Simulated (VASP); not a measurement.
Here is a VASP 6.6.1 calculation.

Contents of INCAR:

```
ALGO     = Normal         # electronic algorithm
EDIFF    = 1E-8           # SCF threshold, eV
ENCUT    = 520            # plane-wave cutoff, eV
GGA      = PS             # functional
ISIF     = 2              # what is computed and relaxed
ISMEAR   = -1             # smearing method
LASPH    = T              # aspherical terms in the spheres
LCHARG   = F              # write CHGCAR
LEFG     = T            
LREAL    = F              # projectors in reciprocal space
LWAVE    = F              # write WAVECAR
NBANDS   = 16             # bands
NELM     = 80             # most SCF steps
PREC     = Accurate       # precision mode
SIGMA    = 0.03           # smearing width, eV
```

Contents of KPOINTS:

```
k-points
0
Gamma
  6 6 5
```

POSCAR

```
Se
1.0
    4.3951160230      0.0000000000      0.0000000000
   -2.1975580116      3.8062821286      0.0000000000
    0.0000000000      0.0000000000      4.9864062541
Se
3
Direct
    0.2254000000      0.0000000000      0.3333333333
    0.0000000000      0.2254000000      0.6666666667
    0.7746000000      0.7746000000      0.0000000000
```

Potentials or basis: VASP PAW PBE potentials, release 64 (Se).

The run is started by

```bash
$ cat potpaw_PBE.64/Se/POTCAR > POTCAR
$ mpirun -np 1 vasp_std > vasp.out
```

What does it give for the band gap on the k mesh?

1.24 eV, indirect (least direct gap 1.42 eV).

Estimate the largest force.

0.126 eV/Å.

Electric field gradients, principal values (V/Å²):
```tsv
atom	least	middle	greatest (by size)
1 Se	166.408	328.284	-494.692
2 Se	166.408	328.284	-494.692
3 Se	166.408	328.283	-494.691
```

Caveat: without QUAD_EFG the Cq values of the log hold for a quadrupole moment of 1 mb, not for the nuclei; the PAW data sets were made with another functional, which shifts forces and pressure a little. A k mesh can miss the band edges.
